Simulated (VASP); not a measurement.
# Rh (P6_3/mmc) in VASP: single point with PBE

Aim: the single point of Rh with PBE.

Program: VASP 6.6.1. These are calculated values, not measurements. Logs are shortened: lines on timing, memory, paths and dates and some standing lists are left out, and cuts for length are marked.

## 1. The cell of the first run

The structure is hexagonal, space group P6_3/mmc (No. 194). Conventional cell: a = 2.731 Å, b = 2.731 Å, c = 4.428 Å, α = 90.00°, β = 90.00°, γ = 120.00°. Within 3.6 Å of Rh (site symmetry -6m2) lie 12 Rh at 2.72 to 2.73 Å.

## 2. Single point, PBE

Input file INCAR:

```
  ALGO = Fast
  EDIFF = 1E-6
  ENCUT = 520
  GGA = PE
  ISIF = 2
  ISMEAR = 0
  LASPH = True
  LCHARG = False
  LREAL = False
  LWAVE = False
  NBANDS = 22
  NELM = 60
  PREC = Accurate
  SIGMA = 0.15
```

Input file KPOINTS:

```
k-points
0
Gamma
  21 21 12
```

Input file POSCAR:

```
Rh
1.0
    2.7309790422      0.0000000000      0.0000000000
   -1.3654895211      2.3650972278      0.0000000000
    0.0000000000      0.0000000000      4.4284890000
Rh
2
Direct
    0.6666666667      0.3333333333      0.7500000000
    0.3333333333      0.6666666667      0.2500000000
```

Potentials or basis: VASP PAW PBE potentials, release 64 (Rh_pv).

Launch:

```sh
$ cat potpaw_PBE.64/Rh_pv/POTCAR > POTCAR
$ mpirun -np 1 vasp_std > vasp.out
```

OUTCAR:

```text
EDIFF = 1E-6
   ENCUT = 520
   GGA = PE
   ISIF = 2
   ISMEAR = 0
   LASPH = True
   LREAL = False
   NELM = 60
   PREC = Accurate

 ion  position               nearest neighbor table
   1  0.667  0.333  0.750-   2 2.72   2 2.72   2 2.72   2 2.72   2 2.72   2 2.72
   2  0.333  0.667  0.250-   1 2.72   1 2.72   1 2.72   1 2.72   1 2.72   1 2.72

  LATTYP: Found a hexagonal cell.
 ALAT       =     2.7309790422
 C/A-ratio  =     1.6215756077

  Lattice vectors:

 A1 = (   2.7309790422,   0.0000000000,   0.0000000000)
 A2 = (  -1.3654895211,   2.3650972278,   0.0000000000)
 A3 = (   0.0000000000,   0.0000000000,   4.4284890000)

Analysis of symmetry for initial positions (statically):
=====================================================================
 Subroutine PRICEL returns:
 Original cell was already a primitive cell.

 Routine SETGRP: Setting up the symmetry group for a
 hexagonal supercell.

 Subroutine GETGRP returns: Found 24 space group operations
 (whereof 12 operations were pure point group operations)
 out of a pool of 24 trial point group operations.

The static configuration has the point symmetry D_3d.
 The point group associated with its full space group is D_6h.

Analysis of symmetry for dynamics (positions and initial velocities):
=====================================================================
 Subroutine PRICEL returns:
 Original cell was already a primitive cell.

 Routine SETGRP: Setting up the symmetry group for a
 hexagonal supercell.

 Subroutine GETGRP returns: Found 24 space group operations
 (whereof 12 operations were pure point group operations)
 out of a pool of 24 trial point group operations.

The dynamic configuration has the point symmetry D_3d.
 The point group associated with its full space group is D_6h.

 Subroutine INISYM returns: Found 24 space group operations
 (whereof 12 operations are pure point group operations),
 and found     1 'primitive' translations

----------------------------------------------------------------------------------------

                                     Primitive cell

  volume of cell :      28.6037

  direct lattice vectors                    reciprocal lattice vectors
     2.730979042  0.000000000  0.000000000     0.366169049  0.211407799  0.000000000
    -1.365489521  2.365097228  0.000000000     0.000000000  0.422815599  0.000000000
     0.000000000  0.000000000  4.428489000     0.000000000  0.000000000  0.225810655

  length of vectors
     2.730979042  2.730979042  4.428489000     0.422815599  0.422815599  0.225810655

  position of ions in fractional coordinates (direct lattice)
     0.666666667  0.333333333  0.750000000
     0.333333333  0.666666667  0.250000000

  ion indices of the primitive-cell ions
   primitive index   ion index
                 1           1
                 2           2

----------------------------------------------------------------------------------------

 KPOINTS: k-points

Automatic generation of k-mesh.
 Grid dimensions read from file:
 generate k-points for:   21   21   12

 Generating k-lattice:

  Cartesian coordinates                     Fractional coordinates (reciprocal lattice)
     0.017436621  0.010067038  0.000000000     0.047619048  0.000000000  0.000000000
     0.000000000  0.020134076  0.000000000     0.000000000  0.047619048  0.000000000
     0.000000000  0.000000000  0.018817555     0.000000000  0.000000000  0.083333333

  Length of vectors
     0.020134076  0.020134076  0.018817555

  Shift w.r.t. Gamma in fractional coordinates (k-lattice)
     0.000000000  0.000000000  0.000000000

 Subroutine IBZKPT returns following result:
 ===========================================

 Found    336 irreducible k-points:

 Following reciprocal coordinates:
            Coordinates               Weight
  0.000000  0.000000  0.000000      1.000000
  0.047619  0.000000  0.000000      6.000000
  0.095238 -0.000000  0.000000      6.000000
  0.142857 -0.000000  0.000000      6.000000
  0.190476 -0.000000  0.000000      6.000000
  0.238095  0.000000  0.000000      6.000000
[... 16 lines left out ...]
  0.142857  0.095238  0.000000     12.000000
  0.190476  0.095238  0.000000     12.000000
 [... further k-points ...]
   k-points           NKPTS =    336   k-points in BZ     NKDIM =    336   number of bands    NBANDS=     22
   number of dos      NEDOS =    301   number of ions     NIONS =      2
   total plane-waves  NPLWV =  14400
   dimension x,y,z NGX =    20 NGY =   20 NGZ =   36
   dimension x,y,z NGXF=    40 NGYF=   40 NGZF=   72
   ions per type =               2
   NGX,Y,Z   is equivalent  to a cutoff of  12.17, 12.17, 13.51 a.u.
   NGXF,Y,Z  is equivalent  to a cutoff of  24.35, 24.35, 27.03 a.u.
 SYSTEM =  unknown system
   PREC   = accura    normal or accurate (medium, high low for compatibility)
   ISTART =      0    job   : 0-new  1-cont  2-samecut
   ICHARG =      2    charge: 1-file 2-atom 10-const
   ISPIN  =      1    spin polarized calculation?
   LNONCOLLINEAR =      F non collinear calculations
   LSORBIT =      F    spin-orbit coupling
   LASPH  =      T    aspherical Exc in radial PAW
   ENCUT  =  520.0 eV  38.22 Ry    6.18 a.u.   5.08  5.08  8.23*2*pi/ulx,y,z
   NELM   =     60;   NELMIN=  2; NELMDL= -5     # of ELM steps
   EDIFF  = 0.1E-05   stopping-criterion for ELM
   LREAL  =      F    real-space projection
   EDIFFG = 0.1E-04   stopping-criterion for IOM
   NSW    =      0    number of steps for IOM
   IBRION =     -1    ionic relax: 0-MD 1-quasi-New 2-CG
   NFREE  =      0    steps in history (QN), initial steepest desc. (CG)
   ISIF   =      2    stress and relaxation
   ISYM   =      2    0-nonsym 1-usesym 2-fastsym
   POTIM  = 0.5000    time-step for ionic-motion
   TEBEG  =    0.0;   TEEND  =   0.0 temperature during run
   PSTRESS=    0.0 pullay stress
   NELECT =      30.0000    total number of electrons
   NUPDOWN=      -1.0000    fix difference up-down
   EMIN   =  10.00;   EMAX   =-10.00  energy-range for DOS
   EFERMI =   0.00;   METHOD = LEGACY
   ISMEAR =     0;   SIGMA  =   0.15  broadening in eV -4-tet -1-fermi 0-gaus
   EFERMI_NEDOS =   21; number of points for ismear=-14 and -15
   IALGO  =     68    algorithm
   IMIX   =      4    mixing-type and parameters
     AMIX     =   0.40;   BMIX     =  1.00
     AMIX_MAG =   1.60;   BMIX_MAG =  1.00
  volume/ion in A,a.u.               =      14.30        96.51
  Fermi-wavevector in a.u.,A,eV,Ry     =   1.663314  3.143208 37.642066  2.766614
  Thomas-Fermi vector in A             =   2.750053
   LORBIT       =      0    0 simple, 1 ext, 2 COOP (PROOUT), +10 PAW based schemes
   GGA     = PE    functional components
   LHFCALC =     F    Hartree Fock is set to
   AEXX    =    0.0000 exact exchange contribution
   IVDW    =     0    specifies the selected vdW correction
   LEPSILON=     F    determine dielectric tensor
   LRPA    =     F    only Hartree local field effects (RPA)
 non-spin polarized calculation
 RMM-DIIS sequential band-by-band and
 Gauss-broadening in eV      SIGMA  =   0.15
  energy-cutoff  :      520.00
  volume of cell :       28.60
 maximum number of plane-waves:       786
   NGX = 11   NGY = 11   NGZ = 17

 number of electron      30.0000009 magnetization

 Free energy of the ion-electron system (eV)
  ---------------------------------------------------
  ext. energy  EPLUGINS =         0.00000000
  ---------------------------------------------------
  free energy    TOTEN  =       -14.45648313 eV

  energy without entropy =      -14.41786554  energy(sigma->0) =      -14.43717434

 E-fermi :  11.2814     XC(G=0): -13.7771

 val. band max:       11.2784363608   @ k =   0.1905  -0.0000   0.3333
 cond. band min:      11.2828592205   @ k =   0.3810   0.1429   0.2500
 fundamental gap:      0.0044228597
 Fermi energy:        11.2814212392

 k-point     1 :       0.0000    0.0000    0.0000
  band No.  band energies     occupation
      1     -35.7573      2.00000
      2     -35.1869      2.00000
      3     -35.1869      2.00000
      4     -35.1080      2.00000
      5     -35.0942      2.00000
      6     -35.0942      2.00000
[... 14 lines left out ...]
     21      29.3294      0.00000
     22      29.9316      0.00000

 k-point     2 :       0.0476    0.0000    0.0000
  band No.  band energies     occupation
      1     -35.7527      2.00000
      2     -35.1975      2.00000
      3     -35.1903      2.00000
      4     -35.1098      2.00000
      5     -35.1052      2.00000
      6     -35.0959      2.00000
[... 14 lines left out ...]
     21      29.4191      0.00000
     22      29.9917      0.00000

 k-point     3 :       0.0952   -0.0000    0.0000
  band No.  band energies     occupation
      1     -35.7391      2.00000
      2     -35.2283      2.00000
      3     -35.2003      2.00000
      4     -35.1371      2.00000
      5     -35.1155      2.00000
      6     -35.1009      2.00000
[... 14 lines left out ...]
     21      29.6665      0.00000
     22      30.0061      0.00000

 k-point     4 :       0.1429   -0.0000    0.0000
  band No.  band energies     occupation
      1     -35.7171      2.00000
      2     -35.2766      2.00000
      3     -35.2156      2.00000
      4     -35.1866      2.00000
      5     -35.1250      2.00000
      6     -35.1090      2.00000
[... 14 lines left out ...]
     21      29.7267      0.00000
     22      29.9719      0.00000

 k-point     5 :       0.1905   -0.0000    0.0000
  band No.  band energies     occupation
      1     -35.6879      2.00000
      2     -35.3382      2.00000
      3     -35.2488      2.00000
      4     -35.2347      2.00000
      5     -35.1384      2.00000
      6     -35.1197      2.00000
[... 14 lines left out ...]
     21      29.4380      0.00000
     22      29.7012      0.00000

 k-point     6 :       0.2381    0.0000    0.0000
  band No.  band energies     occupation
      1     -35.6528      2.00000
      2     -35.4077      2.00000
      3     -35.3178      2.00000
      4     -35.2559      2.00000
      5     -35.1556      2.00000
      6     -35.1320      2.00000
[... 14 lines left out ...]
     21      28.2253      0.00000
     22      28.7495      0.00000

 k-point     7 :       0.2857   -0.0000    0.0000
  band No.  band energies     occupation
      1     -35.6136      2.00000
      2     -35.4788      2.00000
      3     -35.3873      2.00000
      4     -35.2771      2.00000
      5     -35.1765      2.00000
      6     -35.1449      2.00000
[... 324 lines left out ...]
      6     -35.1847      2.00000
[... 14 lines left out ...]
     21      24.0449      0.00000
     22      25.5645      0.00000

 k-point    21 :       0.4762    0.0476    0.0000
  band No.  band energies     occupation
      1     -35.6617      2.00000
      2     -35.5610      2.00000
      3     -35.4738      2.00000
      4     -35.3372      2.00000
      5     -35.2675      2.00000
      6     -35.1868      2.00000
[... 14 lines left out ...]
     21      23.8645      0.00000
     22      25.1623      0.00000

 k-point    22 :       0.0952    0.0952    0.0000
  band No.  band energies     occupation
      1     -35.7044      2.00000
      2     -35.2953      2.00000
      3     -35.2501      2.00000
      4     -35.1906      2.00000
      5     -35.1307      2.00000
      6     -35.1201      2.00000
[... 14 lines left out ...]
     21      28.5480      0.00000
     22      30.2205      0.00000

 k-point    23 :       0.1429    0.0952    0.0000
  band No.  band energies     occupation
      1     -35.6757      2.00000
      2     -35.3479      2.00000
      3     -35.3001      2.00000
      4     -35.2196      2.00000
      5     -35.1442      2.00000
      6     -35.1353      2.00000
[... 14 lines left out ...]
     21      27.4513      0.00000
     22      29.6051      0.00000

 k-point    24 :       0.1905    0.0952    0.0000
  band No.  band energies     occupation
      1     -35.6413      2.00000
      2     -35.4104      2.00000
      3     -35.3552      2.00000
      4     -35.2501      2.00000
      5     -35.1615      2.00000
      6     -35.1512      2.00000
[... 14 lines left out ...]
     21      26.5880      0.00000
     22      28.6977      0.00000

 [... further k-points ...]
[... 5 lines left out ...]
  --------------------------------------------------------------------------------------
  -------------------------------------------------------------------------------------
  Total       -0.5057424     -0.5057424     -0.7578440      0.0000000     -0.0000000      0.0000000
  in kB      -28.3280718    -28.3280718    -42.4490021      0.0000000     -0.0000000      0.0000000
  external PRESSURE =     -33.0350486 kB  Pullay stress =       0.0000000 kB

 VOLUME and BASIS-vectors are now :
 -----------------------------------------------------------------------------
  energy-cutoff  :      520.00
  volume of cell :       28.60
      direct lattice vectors                 reciprocal lattice vectors
     2.730979042  0.000000000  0.000000000     0.366169049  0.211407799  0.000000000
    -1.365489521  2.365097228  0.000000000     0.000000000  0.422815599  0.000000000
     0.000000000  0.000000000  4.428489000     0.000000000  0.000000000  0.225810655

 POSITION                                       TOTAL-FORCE (eV/Angst)
 -----------------------------------------------------------------------------------
      1.36549      0.78837      3.32137        -0.000000      0.000000      0.000000
     -0.00000      1.57673      1.10712         0.000000      0.000000      0.000000
 -----------------------------------------------------------------------------------
    total drift:                               -0.000000      0.000000     -0.000000

  FREE ENERGIE OF THE ION-ELECTRON SYSTEM (eV)
  ---------------------------------------------------
  free  energy   TOTEN  =       -14.4564831283 eV

  energy  without entropy=      -14.4178655432  energy(sigma->0) =      -14.43717434
```

It took 2.8 min on 1 thread of Intel Xeon 6975P-C, shared host; peak memory 0.27 GiB.

Results:

```
Free energy            : -14.4565 eV
Pressure               : -3.3 GPa
Band gap on the k mesh : zero (band 15 reaches 11.86 eV, above the bottom of band 16 at 9.64 eV)
```

Stress tensor (GPa, compression positive):
```
-2.83  0.00  0.00
 0.00 -2.83  0.00
 0.00  0.00 -4.24
```
